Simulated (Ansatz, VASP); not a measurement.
# HfC: VASP beside Ansatz

```xyz
2
Lattice="0.0000 2.2088 2.3250 2.3250 0.0000 2.3250 2.3250 2.2088 0.0000" Properties=species:S:1:pos:R:3 pbc="T T T"
Hf    2.3250    2.2088    2.3250
C     0.0000    0.0000    0.0000
```

Change from the starting cell: strain -0.0500 x Voigt [0, 1, 0, 0, 0, 0], atoms carried along.

Alike in both runs: task single point; functional PBE; k mesh 18 × 18 × 18; occupations gaussian, width 0.15 eV; no spin polarisation.

|  | VASP | Ansatz |
| --- | --- | --- |
| version | VASP 6.6.1 | Ansatz 0.2.0 |
| potentials or method | VASP PAW PBE potentials, release 64 (Hf_pv, C), cutoff 520 eV | scalar-relativistic, plane waves, PAW |
| valence electrons in the cell | 14 | 30 |

|  | VASP | Ansatz | Ansatz less VASP |
| --- | --- | --- | --- |
| gap on the k mesh at the Fermi level (eV) | none | none | - |
| pressure (GPa) | 14.4 | 14.8 | +0.39 |
| traceless stress, the component that is largest in VASP (GPa) | 18.32 | 18.04 | -0.286 |

A gap of «none» marks a metal or a gap that the smearing closes. The functional is the same, so the differences come from potentials, cutoffs and numerics. VASP's potentials hold 14 valence electrons a cell and Ansatz's 30, so a difference there can come from the potentials and not from the codes.

Spin-orbit coupling is off throughout.
